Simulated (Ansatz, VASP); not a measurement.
## Two plane-wave programs on SiO2

```xyz
24
Lattice="-4.9415 4.9415 4.9415 4.9415 -4.9415 4.9415 4.9415 4.9415 -4.9415" Properties=species:S:1:pos:R:3 pbc="T T T"
Si    1.5510    1.5510    1.5510
Si    1.5510   -1.5510    1.5510
Si    1.5510    1.5510   -1.5510
Si   -1.5510    1.5510    1.5510
Si    3.3905    3.3905   -3.3905
Si   -3.3905    3.3905    3.3905
Si    3.3905   -3.3905    3.3905
Si    3.3905    3.3905    3.3905
O     2.4707    2.4707    2.4707
O     2.4707   -2.4707    2.4707
O     2.4707    2.4707   -2.4707
O    -2.4707    2.4707    2.4707
O     1.8667    1.8667    0.0000
O     1.8667    0.0000    1.8667
O    -3.0747    4.9415    3.0747
O     4.9415   -3.0747    3.0747
O     0.0000    1.8667    1.8667
O     3.0747   -3.0747    4.9415
O    -3.0747    3.0747    4.9415
O     3.0747    4.9415   -3.0747
O     4.9415    3.0747    3.0747
O     3.0747    4.9415    3.0747
O     4.9415    3.0747   -3.0747
O     3.0747    3.0747    4.9415
```

Alike in both runs: task electric field gradients; functional r2SCAN; k mesh 3 × 3 × 3; occupations fermi-dirac, width 0.02 eV; no spin polarisation.

```csv
,VASP,Ansatz
version,VASP 6.6.1,Ansatz 0.2.0
potentials or method,"VASP PAW PBE potentials, release 64 (Si, O)","plane-wave PAW, scalar-relativistic"
plane-wave cutoff (eV),520,500
valence electrons in the cell,128,128
```

```tsv
	VASP	Ansatz	Ansatz less VASP
gap on the k mesh at the Fermi level (eV)	6.26	6.27	+0.007
pressure (GPa)	0.2	0.1	-0.12
rms of the force components (eV/Å)	0.010	0.035	+0.0257
size of Vzz on the site where it differs most (V/Å²)	96.9	103.1	+6.20
```

VASP's potentials were made for PBE, not for r2SCAN. Atom by atom the forces differ by 0.027 eV/Å (rms over components).
